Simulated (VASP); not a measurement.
Wanted: the native input for a VASP 6.6.1 run.

- Task: single point
- Functional: PBE
- Potentials or basis: VASP PAW PBE potentials, release 64 (Zn, Bi_d)
- Cutoff: 520 eV
- k mesh: 4 × 4 × 4
- Occupations: gaussian, width 0.1 eV
- Spin: no spin polarisation
- Dipole correction: no
- Further INCAR settings: ALGO = Normal; EDIFF = 1e-07; NBANDS = 41

The structure of Zn3Bi2 lies in POSCAR:

```
Zn3Bi2
1.0
    4.3741053800      0.0000000000      0.0000000000
    0.0000000000      4.3741053800      0.0000000000
    0.0000000000      0.0000000000      6.7424814200
Zn Bi
3 2
Direct
    0.0000000000      0.0000000000      0.0000000000
    0.0000000000      0.0000000000      0.5000000000
    0.5000000000      0.5000000000      0.5000000000
    0.5000000000      0.5000000000      0.1693416400
    0.5000000000      0.5000000000      0.8306583600
```

The cell was generated, and may not be a known phase.

The input as run:

INCAR

```
PREC     = Accurate       # precision mode
ENCUT    = 520            # plane-wave cutoff, eV
EDIFF    = 1E-7           # SCF threshold, eV
ISMEAR   = 0              # smearing method
SIGMA    = 0.1            # smearing width, eV
LREAL    = False          # projectors in reciprocal space
LASPH    = True           # aspherical terms in the spheres
NELM     = 80             # most SCF steps
ALGO     = Normal         # electronic algorithm
ISIF     = 2              # what is computed and relaxed
LWAVE    = False          # write WAVECAR
LCHARG   = False          # write CHGCAR
GGA      = PE             # functional
NBANDS   = 41             # bands
```

KPOINTS

```
regular mesh
0
Gamma
  4 4 4
```

Potentials or basis: VASP PAW PBE potentials, release 64 (Zn, Bi_d).

Run with:

```bash
$ cat potpaw_PBE.64/Zn/POTCAR potpaw_PBE.64/Bi_d/POTCAR > POTCAR
$ mpirun -np 1 vasp_std > vasp.out
```

Results of the run:

- Pressure: 19.9 GPa
- Largest force: 7.793 eV/Å
- Band gap on the k mesh: zero (bands 33 and 34 overlap by 3.58 eV)

Caveat: the stress differs along the axes, from -2 to 64 GPa; spin-orbit coupling is left out, which moves the levels of the heavy elements; forces of over 1 eV/Å act on the atoms, so gaps and moduli don't describe the material at rest.

It took 2.3 min on 1 thread of Intel(R) Xeon(R) Platinum 8375C CPU @ 2.90GHz (Ice Lake), on a shared host, peak memory 0.28 GiB.
